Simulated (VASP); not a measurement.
Write the native input for VASP 6.6.1 that does the following.

```yaml
Task: single point
Functional: PBE
Potentials_or_basis: VASP PAW PBE potentials, release 64 (Cu, I)
Cutoff: 520 eV
k_mesh: 6 × 6 × 6
Occupations: gaussian, width 0.05 eV
Spin: collinear spin
Starting_moments: "[0.05, 0.0, 0.0, 0.0] μB"
Hubbard_terms: Cu d U = 4.0 eV
Dipole_correction: no
Further_INCAR_settings: ALGO = Normal; EDIFF = 1e-06; NBANDS = 28
```

The structure of CuI3 lies in POSCAR:

```
CuI3
1.0
    5.4650365319      0.0000000000      0.0000000000
    0.0000000000      5.4650365319      0.0000000000
    0.0000000000      0.0000000000      5.4650365319
Cu I
1 3
Direct
    0.0000000000      0.0000000000      0.0000000000
    0.5000000000      0.0000000000      0.0000000000
    0.0000000000      0.0000000000      0.5000000000
    0.0000000000      0.5000000000      0.0000000000
```

These files were run (other wordings do the same):

INCAR

```
SYSTEM = CuI3
ALGO = Normal
EDIFF = 1E-6
ENCUT = 520
GGA = PE
ISIF = 2
ISMEAR = 0
ISPIN = 2
LASPH = .TRUE.
LCHARG = .FALSE.
LDAU = .TRUE.
LDAUJ = 0 0
LDAUL = 2 -1
LDAUPRINT = 1
LDAUTYPE = 2
LDAUU = 4 0
LMAXMIX = 4
LORBIT = 11
LREAL = .FALSE.
LWAVE = .FALSE.
MAGMOM = 0.05 0 0 0
NBANDS = 28
NELM = 150
PREC = Accurate
SIGMA = 0.05
```

KPOINTS

```
k-points
0
G
  6 6 6
  0 0 0
```

Potentials or basis: VASP PAW PBE potentials, release 64 (Cu, I).

Command:

```console
$ cat potpaw_PBE.64/Cu/POTCAR potpaw_PBE.64/I/POTCAR > POTCAR
$ mpirun -np 1 vasp_std > vasp.out
```

Results of the run:

```yaml
Pressure: -0.2 GPa
Band_gap_on_the_k_mesh: zero (filled and empty bands overlap)
Net_moment: 0.00 μB per cell
Valence_electrons_inside_the_program's_atomic_spheres: Cu 9.90; I 4.22
```

Caveat: spin-orbit coupling is left out, which moves the levels of the heavy elements.

Run time: 3.8 min on 1 thread of Oxide Virtual Turin-like Processor (shared host), peak memory 0.35 GiB.
